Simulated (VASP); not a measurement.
The system is Zn.

```
Zn
1.0
     2.11176   -3.57905    0.00000
     2.11176    3.57905    0.00000
     0.00000    0.00000    4.22915
Zn
4
Cartesian
  2.1118 2.4874 0.3320
  2.1118 -1.0916 1.7826
  2.1118 -2.4874 3.8972
  2.1118 1.0916 2.4466
```

- Program: VASP 6.6.1
- Task: relaxation of cell and atoms
- Functional: r2SCAN
- Potentials or basis: VASP PAW PBE potentials, release 64 (Zn)
- Cutoff: 600 eV
- k mesh: 6 × 6 × 4
- Occupations: gaussian, width 0.1 eV
- Spin: no spin polarisation

At the start: pressure 8.6 GPa; volume 15.98 Å³/atom.

**Question.** How do energy, volume and symmetry change on relaxing?

**Answer.** Over 57 steps the energy falls by 260.9 meV/atom and the volume is 14.72 Å³/atom (-7.9 %); space group Cmce (No. 64, to 0.1 Å) before, Fmmm (No. 69, to 0.1 Å).

Step by step:
| step | energy change (eV) | largest force (eV/Å) | pressure (GPa) | volume (Å³) |
| --- | --- | --- | --- | --- |
| 1 | 0.0000 | 0.8903 | 8.64 | 63.93 |
| 3 | -0.2597 | 0.0490 | 0.11 | 71.02 |
| 5 | -0.2612 | 0.0534 | -0.06 | 71.23 |
| 7 | -0.2736 | 0.1719 | -0.58 | 71.77 |
| 9 | -0.3385 | 0.7011 | -2.53 | 73.12 |
| 11 | -0.3391 | 0.7058 | -2.57 | 73.14 |
| 13 | -0.3425 | 0.7318 | -2.74 | 73.20 |
| 15 | -0.3666 | 0.8017 | -3.50 | 73.42 |
| 17 | -0.3989 | 0.7724 | -4.31 | 73.57 |
| 19 | -0.4514 | 0.6677 | -4.77 | 72.62 |
| 21 | -0.5466 | 0.5506 | -5.26 | 70.05 |
| 23 | -0.8084 | 0.3101 | 3.77 | 60.50 |
| 25 | -0.8168 | 0.3460 | 1.95 | 61.76 |
| 27 | -0.8839 | 0.2063 | 0.70 | 62.62 |
| 29 | -0.9217 | 0.1584 | -0.21 | 64.02 |
| 31 | -0.9403 | 0.0754 | -0.58 | 63.65 |
| 33 | -0.9468 | 0.0539 | -0.81 | 63.34 |
| 35 | -0.9696 | 0.1300 | -0.31 | 61.79 |
| 37 | -0.9748 | 0.1499 | 1.38 | 60.12 |
| 39 | -0.9918 | 0.1407 | 1.99 | 58.70 |
| 41 | -0.9948 | 0.1425 | 2.25 | 58.27 |
| 43 | -1.0163 | 0.1072 | -0.94 | 59.47 |
| 45 | -1.0292 | 0.0946 | -0.61 | 59.28 |
| 47 | -1.0324 | 0.0837 | -0.95 | 59.37 |
| 49 | -1.0384 | 0.0739 | 0.09 | 58.77 |
| 51 | -1.0387 | 0.0721 | 0.29 | 58.65 |
| 53 | -1.0407 | 0.0473 | -0.25 | 59.02 |
| 55 | -1.0415 | 0.0401 | -0.22 | 59.02 |
| 57 | -1.0434 | 0.0249 | 0.02 | 58.87 |

Final structure:
```xyz
4
Lattice="2.2404 -2.4844 0.0000 2.2404 2.4844 0.0000 0.0000 0.0000 5.2880" Properties=species:S:1:pos:R:3 pbc="T T T"
Zn    2.2404    1.2315    0.6646
Zn    2.2404   -1.2528    1.9793
Zn    2.2404   -1.2315    4.6233
Zn    2.2404    1.2528    3.3086
```

Caveat: the k points lie up to 0.31 Å⁻¹ apart in the final cell; a cell axis changed by over 15 % at a fixed basis, so the end point is rough; the PAW data sets were made with another functional, which shifts forces and pressure a little.
